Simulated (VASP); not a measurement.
A run of VASP 6.6.1 is set up as follows.

Contents of INCAR:

```
PREC     = Accurate       # precision mode
ENCUT    = 520            # plane-wave cutoff, eV
EDIFF    = 1E-6           # SCF threshold, eV
ISMEAR   = 0              # smearing method
SIGMA    = 0.05           # smearing width, eV
LREAL    = False          # projectors in reciprocal space
LASPH    = True           # aspherical terms in the spheres
NELM     = 60             # most SCF steps
ALGO     = Normal         # electronic algorithm
ISIF     = 2              # what is computed and relaxed
LWAVE    = False          # write WAVECAR
LCHARG   = False          # write CHGCAR
LDIPOL   = True         
IDIPOL   = 3            
DIPOL    = 0.5 0.5 0.500
GGA      = PS             # functional
NBANDS   = 49             # bands
```

Contents of KPOINTS:

```
Automatic mesh
0
Gamma
  9 9 1
```

The input POSCAR:

```
MoS2
1.0
    3.1414322091      0.0000000000      0.0000000000
   -1.5707161046      2.7205600974      0.0000000000
    0.0000000000      0.0000000000     30.6970122376
S Mo
6 3
Direct
    0.6666666667      0.3333333333      0.2443970919
    0.6666666667      0.3333333333      0.3459298280
    0.3333333333      0.6666666667      0.4492091256
    0.3333333333      0.6666666667      0.5507874673
    0.6666666667      0.3333333333      0.6540719205
    0.6666666667      0.3333333333      0.7556045765
    0.3333333333      0.6666666667      0.2951365694
    0.6666666667      0.3333333333      0.4999982626
    0.3333333333      0.6666666667      0.7048651582
```

Potentials or basis: VASP PAW PBE potentials, release 64 (S, Mo_sv).

The run is started by

```bash
$ cat potpaw_PBE.64/S/POTCAR potpaw_PBE.64/Mo_sv/POTCAR > POTCAR
$ mpirun -np 1 vasp_std > vasp.out
```

**Question.** Estimate the largest force.

**Answer.** 0.007 eV/Å.

**Question.** What does it give for the band gap on the k mesh?

**Answer.** 1.28 eV (least direct gap 1.76 eV).

Forces in eV/Å, atoms in the order of the input:
```
S    0.000  0.000 -0.007
S    0.000  0.000  0.003
S    0.000  0.000 -0.001
S    0.000  0.000  0.001
S    0.000  0.000 -0.003
S    0.000  0.000  0.007
Mo   0.000  0.000  0.003
Mo   0.000  0.000  0.000
Mo   0.000  0.000 -0.003
```

Caveat: the PAW data sets were made with another functional, which shifts forces and pressure a little.
